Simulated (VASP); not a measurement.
Crystal: Ta2N.

```
Ta N
1.0
     3.11286    0.00000    0.00000
    -1.55643    2.69582    0.00000
     0.00000    0.00000    4.86984
Ta N
2 1
Direct
  0.33333 0.66667 0.25471
  0.66667 0.33333 0.74529
  0.00000 0.00000 0.00000
```

* Program: VASP 6.6.1
* Task: relaxation of cell and atoms
* Functional: PBEsol
* Potentials or basis: VASP PAW PBE potentials, release 64 (Ta_pv, N)
* Cutoff: 600 eV
* k mesh: 10 × 10 × 6
* Occupations: fermi-dirac, width 0.05 eV
* Spin: no spin polarisation
* Hubbard terms: Ta d U = 4.0 eV

At the start: pressure 2.6 GPa; volume 13.62 Å³/atom.

How do energy, volume and symmetry change on relaxing?

Over 7 steps the energy falls by 5.2 meV/atom and the volume is 13.72 Å³/atom (+0.7 %); space group P-3m1 (No. 164, to 0.1 Å) before and after.

The path:
```
step  energy change (eV)  largest force (eV/Å)  pressure (GPa)  volume (Å³)
   1              0.0000                0.2660            2.61        40.87
   2              0.0081                0.1528           -6.74        42.19
   3             -0.0084                0.0781           -1.46        41.41
   4             -0.0154                0.0009           -0.20        41.17
   5             -0.0155                0.0042           -0.15        41.17
   6             -0.0154                0.0133            0.28        41.11
   7             -0.0155                0.0015            0.02        41.15
```

Final structure:
```cif
data_structure
_symmetry_space_group_name_H-M 'P 1'
_symmetry_Int_Tables_number 1
_cell_length_a 3.0941
_cell_length_b 3.0941
_cell_length_c 4.9629
_cell_angle_alpha 90.000
_cell_angle_beta 90.000
_cell_angle_gamma 120.000
_cell_volume 41.15
loop_
_atom_site_label
_atom_site_type_symbol
_atom_site_fract_x
_atom_site_fract_y
_atom_site_fract_z
_atom_site_occupancy
Ta1 Ta 0.33333 0.66667 0.25737 1
Ta2 Ta 0.66667 0.33333 0.74263 1
N1 N 0.00000 0.00000 0.00000 1
```

Caveat: the PAW data sets were made with another functional, which shifts forces and pressure a little; U without spin polarisation on a metal has little footing.
